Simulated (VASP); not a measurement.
# Hf4C (Fmmm) in VASP: a series of runs

Runs on Hf4C. Level: PBE. Tasks: relaxation of cell and atoms, single point.

Program: VASP 6.6.1. These are calculated values, not measurements. Logs are shortened: lines on timing, memory, paths and dates and some standing lists are left out, and cuts for length are marked.

### Step 1. The cell of the first run

Symmetry: Fmmm, No. 69, orthorhombic system. The conventional cell has a = 6.164 Å, b = 6.700 Å, c = 9.568 Å, α = 90.00°, β = 90.00°, γ = 90.00°. Hf (site symmetry m2m) has 1 C at 1.84 Å within 2.4 Å. Hf (site symmetry 222) has 8 Hf at 2.85 to 3.35 Å and 4 C at 3.30 Å within 3.8 Å. Within 2.4 Å of C (site symmetry mmm) lie 2 Hf at 1.84 Å.

The cell was generated, and may not be a known phase.

### Step 2. Relaxation of cell and atoms, PBE

INCAR

```
PREC = Accurate
ENCUT = 600
EDIFF = 1E-6
ISMEAR = 0
SIGMA = 0.1
LREAL = F
LASPH = T
NELM = 60
ALGO = Normal
ISIF = 3
LWAVE = F
LCHARG = F
GGA = PE
IBRION = 2
NSW = 90
EDIFFG = -0.04
```

KPOINTS

```
regular mesh
0
Gamma
  4 4 4
```

POSCAR

```
Hf4C
1.0
    0.0000000000      3.3498106600      4.7837540300
    3.0818845700      0.0000000000      4.7837540300
    3.0818845700      3.3498106600      0.0000000000
Hf C
4 1
Direct
    0.2747583800      0.7252416200      0.2747583800
    0.7252416200      0.2747583800      0.7252416200
    0.7500000000      0.7500000000      0.7500000000
    0.2500000000      0.2500000000      0.2500000000
    0.0000000000      0.0000000000      0.0000000000
```

Potentials or basis: VASP PAW PBE potentials, release 64 (Hf_pv, C).

Command:

```
> cat potpaw_PBE.64/Hf_pv/POTCAR potpaw_PBE.64/C/POTCAR > POTCAR
> mpirun -np 1 vasp_std > vasp.out
```

OUTCAR:

```text
PREC = Accurate
   ENCUT = 600
   EDIFF = 1E-6
   ISMEAR = 0
   LREAL = F
   LASPH = T
   NELM = 60
   ISIF = 3
   GGA = PE
   IBRION = 2
   NSW = 90
   EDIFFG = -0.04

 ion  position               nearest neighbor table
   1  0.275  0.725  0.275-   5 1.84   4 2.85   4 2.85   3 2.85   3 2.85   2 3.02   2 3.10   2 3.10
                             2 3.68
   2  0.725  0.275  0.725-   5 1.84   4 2.85   3 2.85   4 2.85   3 2.85   1 3.02   1 3.10   1 3.10
                             1 3.68
   3  0.750  0.750  0.750-   1 2.85   2 2.85   1 2.85   2 2.85   4 3.08   4 3.08   4 3.35   4 3.35

   4  0.250  0.250  0.250-   1 2.85   2 2.85   1 2.85   2 2.85   3 3.08   3 3.08   3 3.35   3 3.35

   5  0.000  0.000  0.000-   1 1.84   2 1.84

  LATTYP: Found a face centered orthorhombic cell.
 ALAT       =     6.1637691400
 B/A-ratio  =     1.0869357966
 C/A-ratio  =     1.5522171325

  Lattice vectors:

 A1 = (   0.0000000000,   3.3498106600,   4.7837540300)
 A2 = (   3.0818845700,   0.0000000000,   4.7837540300)
 A3 = (   3.0818845700,   3.3498106600,   0.0000000000)

Analysis of symmetry for initial positions (statically):
=====================================================================
 Subroutine PRICEL returns:
 Original cell was already a primitive cell.

 Routine SETGRP: Setting up the symmetry group for a
 face centered orthorhombic supercell.

 Subroutine GETGRP returns: Found  8 space group operations
 (whereof  8 operations were pure point group operations)
 out of a pool of  8 trial point group operations.

The static configuration has the point symmetry D_2h.

Analysis of symmetry for dynamics (positions and initial velocities):
=====================================================================
 Subroutine PRICEL returns:
 Original cell was already a primitive cell.

 Routine SETGRP: Setting up the symmetry group for a
 face centered orthorhombic supercell.

 Subroutine GETGRP returns: Found  8 space group operations
 (whereof  8 operations were pure point group operations)
 out of a pool of  8 trial point group operations.

The dynamic configuration has the point symmetry D_2h.

 Subroutine INISYM returns: Found  8 space group operations
 (whereof  8 operations are pure point group operations),
 and found     1 'primitive' translations

----------------------------------------------------------------------------------------

                                     Primitive cell

  volume of cell :      98.7724

  direct lattice vectors                    reciprocal lattice vectors
     0.000000000  3.349810660  4.783754030    -0.162238393  0.149262168  0.104520424
     3.081884570  0.000000000  4.783754030     0.162238393 -0.149262168  0.104520424
     3.081884570  3.349810660  0.000000000     0.162238393  0.149262168 -0.104520424

  length of vectors
     5.839994356  5.690546118  4.551839624     0.243977478  0.243977478  0.243977478

  position of ions in fractional coordinates (direct lattice)
     0.274758380  0.725241620  0.274758380
     0.725241620  0.274758380  0.725241620
     0.750000000  0.750000000  0.750000000
     0.250000000  0.250000000  0.250000000
     0.000000000  0.000000000  0.000000000

  ion indices of the primitive-cell ions
   primitive index   ion index
                 1           1
                 2           2
                 3           3
                 4           4
                 5           5

----------------------------------------------------------------------------------------

 KPOINTS: regular mesh

Automatic generation of k-mesh.
 Grid dimensions read from file:
 generate k-points for:    4    4    4

 Generating k-lattice:

  Cartesian coordinates                     Fractional coordinates (reciprocal lattice)
    -0.040559598  0.037315542  0.026130106     0.250000000  0.000000000  0.000000000
     0.040559598 -0.037315542  0.026130106     0.000000000  0.250000000 -0.000000000
     0.040559598  0.037315542 -0.026130106     0.000000000 -0.000000000  0.250000000

  Length of vectors
     0.060994370  0.060994370  0.060994370

  Shift w.r.t. Gamma in fractional coordinates (k-lattice)
     0.000000000  0.000000000  0.000000000

 Subroutine IBZKPT returns following result:
 ===========================================

 Found     18 irreducible k-points:

 Following reciprocal coordinates:
            Coordinates               Weight
  0.000000  0.000000  0.000000      1.000000
  0.250000  0.000000  0.000000      8.000000
  0.500000  0.000000  0.000000      4.000000
  0.250000  0.250000  0.000000      2.000000
  0.500000  0.250000  0.000000      8.000000
 -0.250000  0.250000  0.000000      4.000000
[... 10 lines left out ...]
 -0.250000  0.250000  0.500000      2.000000
  0.000000  0.500000  0.500000      1.000000
   k-points           NKPTS =     18   k-points in BZ     NKDIM =     18   number of bands    NBANDS=     26
   number of dos      NEDOS =    301   number of ions     NIONS =      5
   total plane-waves  NPLWV =  82944
   dimension x,y,z NGX =    48 NGY =   48 NGZ =   36
   dimension x,y,z NGXF=    96 NGYF=   96 NGZF=   72
   ions per type =               4   1
   NGX,Y,Z   is equivalent  to a cutoff of  13.66, 14.02, 13.15 a.u.
   NGXF,Y,Z  is equivalent  to a cutoff of  27.33, 28.05, 26.30 a.u.
 SYSTEM =  unknown system
   PREC   = accura    normal or accurate (medium, high low for compatibility)
   ISTART =      0    job   : 0-new  1-cont  2-samecut
   ICHARG =      2    charge: 1-file 2-atom 10-const
   ISPIN  =      1    spin polarized calculation?
   LNONCOLLINEAR =      F non collinear calculations
   LSORBIT =      F    spin-orbit coupling
   LASPH  =      T    aspherical Exc in radial PAW
   ENCUT  =  600.0 eV  44.10 Ry    6.64 a.u.  11.66 11.37  9.09*2*pi/ulx,y,z
   NELM   =     60;   NELMIN=  2; NELMDL= -5     # of ELM steps
   EDIFF  = 0.1E-05   stopping-criterion for ELM
   LREAL  =      F    real-space projection
   EDIFFG = -.4E-01   stopping-criterion for IOM
   NSW    =     90    number of steps for IOM
   IBRION =      2    ionic relax: 0-MD 1-quasi-New 2-CG
   NFREE  =      1    steps in history (QN), initial steepest desc. (CG)
   ISIF   =      3    stress and relaxation
   ISYM   =      2    0-nonsym 1-usesym 2-fastsym
   POTIM  = 0.5000    time-step for ionic-motion
   TEBEG  =    0.0;   TEEND  =   0.0 temperature during run
   PSTRESS=    0.0 pullay stress
   NELECT =      44.0000    total number of electrons
   NUPDOWN=      -1.0000    fix difference up-down
   EMIN   =  10.00;   EMAX   =-10.00  energy-range for DOS
   EFERMI =   0.00;   METHOD = LEGACY
   ISMEAR =     0;   SIGMA  =   0.10  broadening in eV -4-tet -1-fermi 0-gaus
   EFERMI_NEDOS =   21; number of points for ismear=-14 and -15
   IALGO  =     38    algorithm
   IMIX   =      4    mixing-type and parameters
     AMIX     =   0.40;   BMIX     =  1.00
     AMIX_MAG =   1.60;   BMIX_MAG =  1.00
  volume/ion in A,a.u.               =      19.75       133.31
  Fermi-wavevector in a.u.,A,eV,Ry     =   1.250299  2.362723 21.269276  1.563248
  Thomas-Fermi vector in A             =   2.384300
   LORBIT       =      0    0 simple, 1 ext, 2 COOP (PROOUT), +10 PAW based schemes
   GGA     = PE    functional components
   LHFCALC =     F    Hartree Fock is set to
   AEXX    =    0.0000 exact exchange contribution
   IVDW    =     0    specifies the selected vdW correction
   LEPSILON=     F    determine dielectric tensor
   LRPA    =     F    only Hartree local field effects (RPA)
 conjugate gradient relaxation of ions
 non-spin polarized calculation
 Gauss-broadening in eV      SIGMA  =   0.10
  energy-cutoff  :      600.00
  volume of cell :       98.77
 maximum number of plane-waves:      3326
 NGX is ok and might be reduce to    48
   NGX = 23   NGY = 23   NGZ = 19

--------------------------------------- Ionic step        1  -------------------------------------------

 number of electron      44.0000000 magnetization

 Free energy of the ion-electron system (eV)
  ---------------------------------------------------
  ext. energy  EPLUGINS =         0.00000000
  ---------------------------------------------------
  free energy    TOTEN  =       -42.40051985 eV

  energy without entropy =      -42.38009141  energy(sigma->0) =      -42.39030563

------------------------ aborting loop because EDIFF is reached ----------------------------------------

  FORCE on cell =-STRESS in cart. coord.  units (eV):
  Direction    XX          YY          ZZ          XY          YZ          ZX
  --------------------------------------------------------------------------------------
  -------------------------------------------------------------------------------------
  Total        3.1225342     19.8908050     12.9164892     -0.0000000      0.0000000      0.0000000
  in kB       50.6503349    322.6468843    209.5171616     -0.0000000      0.0000000      0.0000000
  external PRESSURE =     194.2714603 kB  Pullay stress =       0.0000000 kB
[... 24 lines left out ...]
  energy  without entropy=      -42.3800914096  energy(sigma->0) =      -42.39030563

--------------------------------------- Ionic step        2  -------------------------------------------

 number of electron      43.9999999 magnetization

 E-fermi :   2.6131     XC(G=0):  -9.7544

 val. band max:        2.6122582658   @ k =  -0.2500   0.2500   0.5000
 cond. band min:       2.6329968043   @ k =   0.5000   0.0000   0.2500
 fundamental gap:      0.0207385386
 Fermi energy:         2.6130654237

 k-point     1 :       0.0000    0.0000    0.0000
  band No.  band energies     occupation
      1     -28.9364      2.00000
      2     -28.9276      2.00000
      3     -28.8449      2.00000
      4     -28.7939      2.00000
      5     -28.7076      2.00000
      6     -28.6300      2.00000
[... 582 lines left out ...]
  FREE ENERGIE OF THE ION-ELECTRON SYSTEM (eV)
  ---------------------------------------------------
  free  energy   TOTEN  =       -43.8511903881 eV

  energy  without entropy=      -43.8357406291  energy(sigma->0) =      -43.84346551

[... ionic steps 4 to 9 ...]

--------------------------------------- Ionic step       10  -------------------------------------------

 number of electron      44.0000004 magnetization

------------------------ aborting loop because EDIFF is reached ----------------------------------------

  FORCE on cell =-STRESS in cart. coord.  units (eV):
  Direction    XX          YY          ZZ          XY          YZ          ZX
  --------------------------------------------------------------------------------------
  -------------------------------------------------------------------------------------
  Total       -0.0866264     -1.2336263     -0.1528394      0.0000000      0.0000000      0.0000000
  in kB       -1.2739025    -18.1413544     -2.2476120      0.0000000      0.0000000      0.0000000
  external PRESSURE =      -7.2209563 kB  Pullay stress =       0.0000000 kB
[... 63 lines left out ...]
  energy  without entropy=      -44.1223078708  energy(sigma->0) =      -44.13180129

--------------------------------------- Ionic step       12  -------------------------------------------

 number of electron      44.0000004 magnetization

 Free energy of the ion-electron system (eV)
  ---------------------------------------------------
  ext. energy  EPLUGINS =         0.00000000
  ---------------------------------------------------
  free energy    TOTEN  =       -44.14166043 eV

  energy without entropy =      -44.12269225  energy(sigma->0) =      -44.13217634

 E-fermi :   4.1277     XC(G=0): -10.7035

 val. band max:        4.1203486751   @ k =   0.5000   0.5000   0.0000
 cond. band min:       4.1692097143   @ k =  -0.2500   0.0000   0.2500
 fundamental gap:      0.0488610392
 Fermi energy:         4.1277178467

 k-point     1 :       0.0000    0.0000    0.0000
  band No.  band energies     occupation
      1     -27.2307      2.00000
      2     -27.0803      2.00000
      3     -26.9419      2.00000
      4     -26.8954      2.00000
      5     -26.8427      2.00000
      6     -26.5399      2.00000
[... 543 lines left out ...]
  FREE ENERGIE OF THE ION-ELECTRON SYSTEM (eV)
  ---------------------------------------------------
  free  energy   TOTEN  =       -44.1416604264 eV

  energy  without entropy=      -44.1226922531  energy(sigma->0) =      -44.13217634

 reached required accuracy - stopping structural energy minimisation
```

Wall time 17 min (1 thread of Intel Xeon 8259CL, shared host); peak memory 0.31 GiB.

What came out:

- Free energy: -44.1417 eV
- Relaxed volume: 21.70 Å³/atom
- Relaxed cell: a = 6.336 Å, b = 6.045 Å, c = 4.565 Å, α = 71.80°, β = 65.01°, γ = 43.19°
- Space group after relaxing (to 0.1 Å): Fmmm (No. 69)
- Energy gained by relaxing: 348.2 meV/atom
- Ionic steps: 12
- Pressure after relaxing: 0.0 GPa
- Largest force after relaxing: 0.015 eV/Å
- Band gap on the k mesh: zero (bands 22 and 23 overlap by 0.07 eV)

Forces in eV/Å, atoms in the order of the input:
```
Hf   0.000 -0.015  0.000
Hf   0.000  0.015  0.000
Hf   0.000  0.000  0.000
Hf   0.000  0.000  0.000
C    0.000  0.000  0.000
```

The path:
| step | energy change (eV) | largest force (eV/Å) | pressure (GPa) | volume (Å³) |
| --- | --- | --- | --- | --- |
| 1 | 0.0000 | 7.0067 | 19.43 | 98.77 |
| 2 | 1.7462 | 4.2485 | -14.72 | 136.39 |
| 3 | -1.4507 | 0.9450 | -2.74 | 110.76 |
| 4 | -1.4927 | 0.4130 | -1.05 | 109.23 |
| 5 | -1.5004 | 0.0289 | 0.16 | 108.23 |
| 6 | -1.6851 | 0.2280 | -0.89 | 109.56 |
| 7 | -1.6874 | 0.2472 | -0.97 | 109.70 |
| 8 | -1.7300 | 0.1030 | 0.45 | 108.11 |
| 9 | -1.7340 | 0.2402 | 1.06 | 107.48 |
| 10 | -1.7359 | 0.2535 | -0.72 | 108.95 |
| 11 | -1.7408 | 0.0358 | 0.08 | 108.27 |
| 12 | -1.7411 | 0.0148 | -0.04 | 108.48 |

Final structure:
```cif
data_structure
_symmetry_space_group_name_H-M 'P 1'
_symmetry_Int_Tables_number 1
_cell_length_a 6.3361
_cell_length_b 6.0455
_cell_length_c 4.5652
_cell_angle_alpha 71.797
_cell_angle_beta 65.011
_cell_angle_gamma 43.193
_cell_volume 108.48
loop_
_atom_site_label
_atom_site_type_symbol
_atom_site_fract_x
_atom_site_fract_y
_atom_site_fract_z
_atom_site_occupancy
Hf1 Hf 0.29410 0.70590 0.29410 1
Hf2 Hf 0.70590 0.29410 0.70590 1
Hf3 Hf 0.75000 0.75000 0.75000 1
Hf4 Hf 0.25000 0.25000 0.25000 1
C1 C 0.00000 0.00000 0.00000 1
```

Caveat: the k points lie up to 0.38 Å⁻¹ apart in the final cell; spin-orbit coupling is left out, which moves the levels of the heavy elements.

[end of part 1 of 2]

The gap in the log of VASP goes by the Fermi energy; the results here count the filled bands.